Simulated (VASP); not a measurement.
A run of VASP 6.6.1 is set up as follows.

File INCAR:

```
SYSTEM = Be
  ALGO = Normal
  EDIFF = 1E-6
  ENCUT = 520
  GGA = PE
  ISIF = 2
  ISMEAR = -1
  LASPH = .True.
  LCHARG = .False.
  LREAL = .False.
  LWAVE = .False.
  NBANDS = 10
  NELM = 80
  PREC = Accurate
  SIGMA = 0.08
```

File KPOINTS:

```
k-points
0
Gamma
  10 10 14
  0 0 0
```

Contents of POSCAR:

```
Be
1.0
    3.5829832342      0.0000000000      0.0000000000
   -1.7914916171      3.1029545021      0.0000000000
    0.0000000000      0.0000000000      2.2019664072
Be
3
Direct
    0.0000000000      0.0000000000      0.0000000000
    0.3333333333      0.6666666667      0.5000000000
    0.6666666667      0.3333333333      0.5000000000
```

Potentials or basis: VASP PAW PBE potentials, release 64 (Be).

Run with:

```sh
$ cat potpaw_PBE.64/Be/POTCAR > POTCAR
$ mpirun -np 1 vasp_std > vasp.out
```

Problem. Predict the band gap on the k mesh.

Solution. Zero (band 3 reaches 11.09 eV, above the bottom of band 4 at 6.40 eV).

Problem. Predict the pressure.

Solution. -1.2 GPa.
